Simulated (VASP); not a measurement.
Wanted: the native input for a VASP 6.6.1 run.

| Property | Result |
| --- | --- |
| Task | single point |
| Functional | r2SCAN |
| Potentials or basis | VASP PAW PBE potentials, release 64 (Zr_sv) |
| Cutoff | 520 eV |
| k mesh | 12 × 12 × 8 |
| Occupations | fermi-dirac, width 0.15 eV |
| Spin | no spin polarisation |
| Dipole correction | no |
| Further INCAR settings | ALGO = Normal; EDIFF = 1e-07; NBANDS = 19 |

The system is Zr.

```xyz
2
Lattice="3.2434 0.0000 0.0000 -1.6217 2.8089 0.0000 0.0000 0.0000 5.1685" Properties=species:S:1:pos:R:3 pbc="T T T"
Zr    0.0000    1.8726    1.2921
Zr    1.6217    0.9363    3.8764
```

These files were run (other wordings do the same):

POSCAR

```
Zr
1.0
    3.2434453157      0.0000000029      0.0000000000
   -1.6217226604      2.8089060378      0.0000000000
    0.0000000000      0.0000000000      5.1685456425
Zr
2
Direct
    0.3333333333      0.6666666667      0.2500000000
    0.6666666667      0.3333333333      0.7500000000
```

INCAR.step1

```
SYSTEM = Zr
  ALGO = Normal
  EDIFF = 1E-4
  ENCUT = 520
  GGA = PE
  ISMEAR = -1
  LASPH = .TRUE.
  LCHARG = .FALSE.
  LREAL = .FALSE.
  LWAVE = .TRUE.
  NBANDS = 19
  NELM = 60
  PREC = Accurate
  SIGMA = 0.15
```

INCAR.step2

```
SYSTEM = Zr
  ALGO = Normal
  EDIFF = 1E-7
  ENCUT = 520
  ISIF = 2
  ISMEAR = -1
  ISTART = 1
  LASPH = .TRUE.
  LCHARG = .FALSE.
  LMIXTAU = .TRUE.
  LREAL = .FALSE.
  LWAVE = .FALSE.
  METAGGA = R2SCAN
  NBANDS = 19
  NELM = 60
  PREC = Accurate
  SIGMA = 0.15
```

KPOINTS

```
k-points
0
G
  12 12 8
  0 0 0
```

Potentials or basis: VASP PAW PBE potentials, release 64 (Zr_sv).

Run with:

```sh
$ cat potpaw_PBE.64/Zr_sv/POTCAR > POTCAR
$ cp INCAR.step1 INCAR
$ mpirun -np 1 vasp_std > vasp.out
$ cp INCAR.step2 INCAR
$ mpirun -np 1 vasp_std > vasp.out
```

Results of the run:

* Pressure: 0.0 GPa
* Band gap on the k mesh: zero (band 12 reaches 9.89 eV, above the bottom of band 13 at 8.70 eV)

Caveat: the PAW data sets were made with another functional, which shifts forces and pressure a little.

Run time: 2.8 min on 1 thread of Intel(R) Xeon(R) Platinum 8488C (Sapphire Rapids), with other jobs on the host, peak memory 0.21 GiB.
